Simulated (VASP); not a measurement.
# W (R-3m) in VASP: single point with r2SCAN

Aim: the single point of W with r2SCAN.

All numbers are computed with VASP 6.6.1; they aren't measurements. Logs are shortened: lines on timing, memory, paths and dates and some standing lists are left out, and cuts for length are marked.

**1. The cell of the first run**

It takes space group R-3m (No. 166, trigonal). The conventional cell has a = 2.762 Å, b = 2.762 Å, c = 22.273 Å, α = 90.00°, β = 90.00°, γ = 120.00°. W (site symmetry -3m) has 12 W at 2.76 to 2.94 Å within 3.6 Å. W (site symmetry 3m) has 12 W at 2.76 to 2.95 Å within 3.6 Å.

**2. Single point, r2SCAN**

Input file POSCAR:

```
W
1.0
    1.3812326830      0.7974550614      7.4244004316
   -1.3812326830      0.7974550614      7.4244004316
    0.0000000000     -1.5949101228      7.4244004316
W
3
Direct
    0.0000000000      0.0000000000      0.0000000000
    0.2223320979      0.2223320979      0.2223320979
    0.7776679021      0.7776679021      0.7776679021
```

Input file INCAR.step1:

```
PREC = Accurate
ENCUT = 520
ISMEAR = 0
SIGMA = 0.1
LREAL = F
LASPH = T
NELM = 80
NBANDS = 28
GGA = PE
ALGO = Normal
EDIFF = 1E-4
LWAVE = T
LCHARG = F
```

Input file INCAR.step2:

```
PREC = Accurate
ENCUT = 520
EDIFF = 1E-6
ISMEAR = 0
SIGMA = 0.1
LREAL = F
LASPH = T
NELM = 80
ALGO = Normal
ISIF = 2
LWAVE = F
LCHARG = T
METAGGA = R2SCAN
LMIXTAU = T
LELF = T
LVHAR = T
NBANDS = 28
ISTART = 1
```

Input file KPOINTS:

```
Automatic mesh
0
Gamma
  6 6 6
```

Potentials or basis: VASP PAW PBE potentials, release 64 (W_sv).

Command:

```console
cat potpaw_PBE.64/W_sv/POTCAR > POTCAR
cp INCAR.step1 INCAR
mpirun -np 1 vasp_std > vasp.out
cp INCAR.step2 INCAR
mpirun -np 1 vasp_std > vasp.out
```

OUTCAR:

```text
PREC = Accurate
   ENCUT = 520
   EDIFF = 1E-6
   ISMEAR = 0
   LREAL = F
   LASPH = T
   NELM = 80
   ISIF = 2
   METAGGA = R2SCAN
   ISTART = 1

 ion  position               nearest neighbor table
   1  0.000  0.000  0.000-   3 2.94   3 2.94   2 2.94   2 2.94   3 2.94   2 2.94
   2  0.222  0.222  0.222-   1 2.94   1 2.94   1 2.94   3 2.95   3 2.95   3 2.95
   3  0.778  0.778  0.778-   1 2.94   1 2.94   1 2.94   2 2.95   2 2.95   2 2.95

  LATTYP: Found a trigonal (rhomboedric) cell.
 ALAT       =     7.5937777205
 COS(alpha) =     0.9338320124

  Lattice vectors:

 A1 = (   1.3812326830,   0.7974550614,   7.4244004316)
 A2 = (  -1.3812326830,   0.7974550614,   7.4244004316)
 A3 = (   0.0000000000,  -1.5949101228,   7.4244004316)

Analysis of symmetry for initial positions (statically):
=====================================================================
 Subroutine PRICEL returns:
 Original cell was already a primitive cell.

 Routine SETGRP: Setting up the symmetry group for a
 trigonal (rhombohedral) supercell.

 Subroutine GETGRP returns: Found 12 space group operations
 (whereof 12 operations were pure point group operations)
 out of a pool of 12 trial point group operations.

The static configuration has the point symmetry D_3d.

Analysis of symmetry for dynamics (positions and initial velocities):
=====================================================================
 Subroutine PRICEL returns:
 Original cell was already a primitive cell.

 Routine SETGRP: Setting up the symmetry group for a
 trigonal (rhombohedral) supercell.

 Subroutine GETGRP returns: Found 12 space group operations
 (whereof 12 operations were pure point group operations)
 out of a pool of 12 trial point group operations.

The dynamic configuration has the point symmetry D_3d.

 Subroutine INISYM returns: Found 12 space group operations
 (whereof 12 operations are pure point group operations),
 and found     1 'primitive' translations

----------------------------------------------------------------------------------------

                                     Primitive cell

  volume of cell :      49.0666

  direct lattice vectors                    reciprocal lattice vectors
     1.381232683  0.797455061  7.424400432     0.361995489  0.208998193  0.044897004
    -1.381232683  0.797455061  7.424400432    -0.361995489  0.208998193  0.044897004
     0.000000000 -1.594910123  7.424400432     0.000000000 -0.417996386  0.044897004

  length of vectors
     7.593777720  7.593777720  7.593777721     0.420400665  0.420400665  0.420400665

  position of ions in fractional coordinates (direct lattice)
     0.000000000  0.000000000  0.000000000
     0.222332098  0.222332098  0.222332098
     0.777667902  0.777667902  0.777667902

  ion indices of the primitive-cell ions
   primitive index   ion index
                 1           1
                 2           2
                 3           3

----------------------------------------------------------------------------------------

 KPOINTS: Automatic mesh

Automatic generation of k-mesh.
 Grid dimensions read from file:
 generate k-points for:    6    6    6

 Generating k-lattice:

  Cartesian coordinates                     Fractional coordinates (reciprocal lattice)
     0.060332581  0.034833032  0.007482834     0.166666667 -0.000000000  0.000000000
    -0.060332581  0.034833032  0.007482834    -0.000000000  0.166666667  0.000000000
     0.000000000 -0.069666064  0.007482834     0.000000000  0.000000000  0.166666667

  Length of vectors
     0.070066778  0.070066778  0.070066778

  Shift w.r.t. Gamma in fractional coordinates (k-lattice)
     0.000000000  0.000000000  0.000000000

 Subroutine IBZKPT returns following result:
 ===========================================

 Found     32 irreducible k-points:

 Following reciprocal coordinates:
            Coordinates               Weight
  0.000000  0.000000  0.000000      1.000000
  0.166667 -0.000000 -0.000000      6.000000
  0.333333 -0.000000 -0.000000      6.000000
  0.500000 -0.000000 -0.000000      3.000000
  0.166667  0.166667 -0.000000      6.000000
  0.333333  0.166667 -0.000000     12.000000
[... 16 lines left out ...]
  0.500000  0.500000  0.166667      6.000000
 -0.333333  0.500000  0.166667     12.000000
 [... further k-points ...]
   k-points           NKPTS =     32   k-points in BZ     NKDIM =     32   number of bands    NBANDS=     28
   number of dos      NEDOS =    301   number of ions     NIONS =      3
   total plane-waves  NPLWV = 175616
   dimension x,y,z NGX =    56 NGY =   56 NGZ =   56
   dimension x,y,z NGXF=   112 NGYF=  112 NGZF=  112
   ions per type =               3
   NGX,Y,Z   is equivalent  to a cutoff of  12.26, 12.26, 12.26 a.u.
   NGXF,Y,Z  is equivalent  to a cutoff of  24.52, 24.52, 24.52 a.u.
 SYSTEM =  unknown system
   PREC   = accura    normal or accurate (medium, high low for compatibility)
   ISTART =      1    job   : 0-new  1-cont  2-samecut
   ICHARG =      0    charge: 1-file 2-atom 10-const
   ISPIN  =      1    spin polarized calculation?
   LNONCOLLINEAR =      F non collinear calculations
   LSORBIT =      F    spin-orbit coupling
   LASPH  =      T    aspherical Exc in radial PAW
   ENCUT  =  520.0 eV  38.22 Ry    6.18 a.u.  14.12 14.12 14.12*2*pi/ulx,y,z
   NELM   =     80;   NELMIN=  2; NELMDL=  0     # of ELM steps
   EDIFF  = 0.1E-05   stopping-criterion for ELM
   LREAL  =      F    real-space projection
   EDIFFG = 0.1E-04   stopping-criterion for IOM
   NSW    =      0    number of steps for IOM
   IBRION =     -1    ionic relax: 0-MD 1-quasi-New 2-CG
   NFREE  =      0    steps in history (QN), initial steepest desc. (CG)
   ISIF   =      2    stress and relaxation
   ISYM   =      2    0-nonsym 1-usesym 2-fastsym
   POTIM  = 0.5000    time-step for ionic-motion
   TEBEG  =    0.0;   TEEND  =   0.0 temperature during run
   PSTRESS=    0.0 pullay stress
   NELECT =      42.0000    total number of electrons
   NUPDOWN=      -1.0000    fix difference up-down
   EMIN   =  10.00;   EMAX   =-10.00  energy-range for DOS
   EFERMI =   0.00;   METHOD = LEGACY
   ISMEAR =     0;   SIGMA  =   0.10  broadening in eV -4-tet -1-fermi 0-gaus
   EFERMI_NEDOS =   21; number of points for ismear=-14 and -15
   IALGO  =     38    algorithm
   IMIX   =      4    mixing-type and parameters
     AMIX     =   0.40;   BMIX     =  1.00
     AMIX_MAG =   1.60;   BMIX_MAG =  1.00
  volume/ion in A,a.u.               =      16.36       110.37
  Fermi-wavevector in a.u.,A,eV,Ry     =   1.554400  2.937389 32.873830  2.416158
  Thomas-Fermi vector in A             =   2.658491
   LORBIT       =      0    0 simple, 1 ext, 2 COOP (PROOUT), +10 PAW based schemes
   METAGGA = R2SCAN    functional components
   LHFCALC =     F    Hartree Fock is set to
   AEXX    =    0.0000 exact exchange contribution
   IVDW    =     0    specifies the selected vdW correction
   LEPSILON=     F    determine dielectric tensor
   LRPA    =     F    only Hartree local field effects (RPA)
 non-spin polarized calculation
 Gauss-broadening in eV      SIGMA  =   0.10
  energy-cutoff  :      520.00
  volume of cell :       49.07
 maximum number of plane-waves:      1338
   NGX = 29   NGY = 29   NGZ = 29

 number of electron      42.0000000 magnetization

 Free energy of the ion-electron system (eV)
  ---------------------------------------------------
  ext. energy  EPLUGINS =         0.00000000
  ---------------------------------------------------
  free energy    TOTEN  =      -152.36356481 eV

  energy without entropy =     -152.34764203  energy(sigma->0) =     -152.35560342

 E-fermi :  10.4925     XC(G=0): -14.7402

 val. band max:       10.4860528267   @ k =   0.5000  -0.0000  -0.0000
 cond. band min:      10.5030557854   @ k =   0.5000   0.1667   0.1667
 fundamental gap:      0.0170029587
 Fermi energy:        10.4925446236

 k-point     1 :       0.0000    0.0000    0.0000
  band No.  band energies     occupation
      1     -65.2511      2.00000
      2     -65.2007      2.00000
      3     -65.1681      2.00000
      4     -29.1095      2.00000
      5     -29.1042      2.00000
      6     -28.3677      2.00000
[... 20 lines left out ...]
     27      14.5223      0.00000
     28      14.5223      0.00000

 k-point     2 :       0.1667   -0.0000   -0.0000
  band No.  band energies     occupation
      1     -65.2169      2.00000
      2     -65.1737      2.00000
      3     -65.1401      2.00000
      4     -29.0840      2.00000
      5     -29.0121      2.00000
      6     -28.4574      2.00000
[... 20 lines left out ...]
     27      14.5013      0.00000
     28      14.7055      0.00000

 k-point     3 :       0.3333   -0.0000   -0.0000
  band No.  band energies     occupation
      1     -65.1464      2.00000
      2     -65.1198      2.00000
      3     -65.0850      2.00000
      4     -29.1866      2.00000
      5     -29.1247      2.00000
      6     -29.0417      2.00000
[... 20 lines left out ...]
     27      14.9415      0.00000
     28      14.9640      0.00000

 k-point     4 :       0.5000   -0.0000   -0.0000
  band No.  band energies     occupation
      1     -65.1086      2.00000
      2     -65.0942      2.00000
      3     -65.0580      2.00000
      4     -29.4552      2.00000
      5     -29.3524      2.00000
      6     -29.3482      2.00000
[... 20 lines left out ...]
     27      16.6666      0.00000
     28      16.7119      0.00000

 k-point     5 :       0.1667    0.1667   -0.0000
  band No.  band energies     occupation
      1     -65.2163      2.00000
      2     -65.1751      2.00000
      3     -65.1393      2.00000
      4     -29.1221      2.00000
      5     -28.9660      2.00000
      6     -28.4563      2.00000
[... 20 lines left out ...]
     27      13.9598      0.00000
     28      15.0262      0.00000

 k-point     6 :       0.3333    0.1667   -0.0000
  band No.  band energies     occupation
      1     -65.1636      2.00000
      2     -65.1348      2.00000
      3     -65.0979      2.00000
      4     -29.0573      2.00000
      5     -29.0057      2.00000
      6     -28.8521      2.00000
[... 463 lines left out ...]
      5     -29.2382      2.00000
      6     -29.1663      2.00000
[... 20 lines left out ...]
     27      15.4879      0.00000
     28      17.6362      0.00000

 k-point    22 :      -0.1667    0.3333    0.1667
  band No.  band energies     occupation
      1     -65.1084      2.00000
      2     -65.0946      2.00000
      3     -65.0578      2.00000
      4     -29.2868      2.00000
      5     -29.2555      2.00000
      6     -29.1744      2.00000
[... 20 lines left out ...]
     27      15.8784      0.00000
     28      17.6564      0.00000

 k-point    23 :       0.5000    0.5000    0.1667
  band No.  band energies     occupation
      1     -65.1424      2.00000
      2     -65.1261      2.00000
      3     -65.0827      2.00000
      4     -29.1552      2.00000
      5     -29.1178      2.00000
      6     -29.0558      2.00000
[... 20 lines left out ...]
     27      14.5047      0.00000
     28      14.7019      0.00000

 k-point    24 :      -0.3333    0.5000    0.1667
  band No.  band energies     occupation
      1     -65.1070      2.00000
      2     -65.0965      2.00000
      3     -65.0574      2.00000
      4     -29.2825      2.00000
      5     -29.2533      2.00000
      6     -29.1574      2.00000
[... 20 lines left out ...]
     27      15.6069      0.00000
     28      17.6055      0.00000

 [... further k-points ...]

------------------------ aborting loop because EDIFF is reached ----------------------------------------

  FORCE on cell =-STRESS in cart. coord.  units (eV):
  Direction    XX          YY          ZZ          XY          YZ          ZX
  --------------------------------------------------------------------------------------
  -------------------------------------------------------------------------------------
  Total        0.3730312      0.3730312      0.2741238      0.0000000      0.0000000      0.0000000
  in kB       12.1806367     12.1806367      8.9510024      0.0000000      0.0000000      0.0000000
  external PRESSURE =      11.1040920 kB  Pullay stress =       0.0000000 kB

 VOLUME and BASIS-vectors are now :
 -----------------------------------------------------------------------------
  energy-cutoff  :      520.00
  volume of cell :       49.07
      direct lattice vectors                 reciprocal lattice vectors
     1.381232683  0.797455061  7.424400432     0.361995489  0.208998193  0.044897004
    -1.381232683  0.797455061  7.424400432    -0.361995489  0.208998193  0.044897004
     0.000000000 -1.594910123  7.424400432     0.000000000 -0.417996386  0.044897004

 POSITION                                       TOTAL-FORCE (eV/Angst)
 -----------------------------------------------------------------------------------
      0.00000      0.00000      0.00000         0.000000      0.000000      0.000000
      0.00000      0.00000      4.95205         0.000000     -0.000000     -0.005587
      0.00000      0.00000     17.32115         0.000000      0.000000      0.005587
 -----------------------------------------------------------------------------------
    total drift:                               -0.000000      0.000000     -0.000000

  FREE ENERGIE OF THE ION-ELECTRON SYSTEM (eV)
  ---------------------------------------------------
  free  energy   TOTEN  =      -152.3635648126 eV

  energy  without entropy=     -152.3476420301  energy(sigma->0) =     -152.35560342
```

Run time: 10 min. Hardware: 1 thread of Intel Xeon 6975P-C (Granite Rapids), shared host; peak memory 0.47 GiB.

What came out:

```yaml
Free_energy: -152.3636 eV
Pressure: 1.1 GPa
Largest_force: 0.006 eV/Å
Band_gap_on_the_k_mesh: zero (bands 21 and 22 overlap by 1.23 eV)
```

Forces on the atoms (eV/Å):
```
W    0.000  0.000  0.000
W    0.000  0.000 -0.006
W    0.000  0.000  0.006
```

Levels at points of the mesh, in eV from the Fermi level:
```
           k point  band 19  band 20  band 21  band 22  band 23  band 24
(0.00, 0.00, 0.00)    -0.47    -0.47    -0.36    -0.36     0.04     0.04
(0.50, 0.00, 0.00)    -0.83    -0.08    -0.01     1.96     3.15     3.18
(0.50, 0.50, 0.00)    -0.43    -0.18     0.87     0.88     1.71     4.71
(0.50, 0.50, 0.50)    -0.52    -0.52    -0.21    -0.21    -0.09    -0.09
```

Caveat: the k points lie up to 0.44 Å⁻¹ apart, too coarse for converged energies and pressures of a metal; the PAW data sets were made with another functional, which shifts forces and pressure a little; spin-orbit coupling is left out, which moves the levels of the heavy elements.
